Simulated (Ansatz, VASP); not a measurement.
Two plane-wave programs on GaP

INCAR

```
PREC = Accurate
ENCUT = 520
EDIFF = 1E-6
ISMEAR = 0
SIGMA = 0.05
LREAL = F
LASPH = T
NELM = 60
ALGO = Normal
ISIF = 2
LWAVE = F
LCHARG = F
GGA = PS
NBANDS = 16
```

Contents of KPOINTS:

```
Automatic mesh
0
Gamma
  8 8 8
```

POSCAR

```
GaP
1.0
    0.0000000000      2.8342600000      2.6162400000
    2.8342600000      0.0000000000      2.6162400000
    2.8342600000      2.8342600000      0.0000000000
Ga P
1 1
Direct
    0.0000000000      0.0000000000      0.0000000000
    0.7500000000      0.7500000000      0.7500000000
```

Input for Ansatz:

```yaml
crystal:
  lattice:
    - [0.0, 2.83426, 2.61624]
    - [2.83426, 0.0, 2.61624]
    - [2.83426, 2.83426, 0.0]
  atoms:
    - { symbol: Ga, position: [0.0, 0.0, 0.0] }
    - { symbol: P, position: [0.75, 0.75, 0.75] }
basis:
  ecutwfc: 420
kpoints:
  mp_grid: { grid: [8, 8, 8] }
hamiltonian:
  xc: pbesol
scf:
  occupations: { method: gaussian, width: 0.05 }
output:
  forces: true
  stress: true
  eigenvalues: true
```

Change from the starting cell: strain +0.040 along x and y, -0.040 along z, atoms carried along.

Alike in both runs: task single point; functional PBEsol; k mesh 8 × 8 × 8; occupations gaussian, width 0.05 eV; no spin polarisation.

```csv
,VASP,Ansatz
version,VASP 6.6.1,Ansatz 0.2.0
potentials or method,"VASP PAW PBE potentials, release 64 (Ga_d, P), cutoff 520 eV","scalar-relativistic, plane waves, PAW"
valence electrons in the cell,18,18
```

```csv
,VASP,Ansatz,Ansatz less VASP
gap on the k mesh at the Fermi level (eV),0.85,0.85,0.000
least direct gap on the mesh (eV),1.15,1.14,-0.006
pressure (GPa),-3.6,-3.5,+0.07
"traceless stress, the component that is largest in VASP (GPa)",3.42,3.41,-0.010
```

VASP's potentials were made for PBE, not for PBEsol. The functional is the same, so the differences come from potentials, cutoffs and numerics.
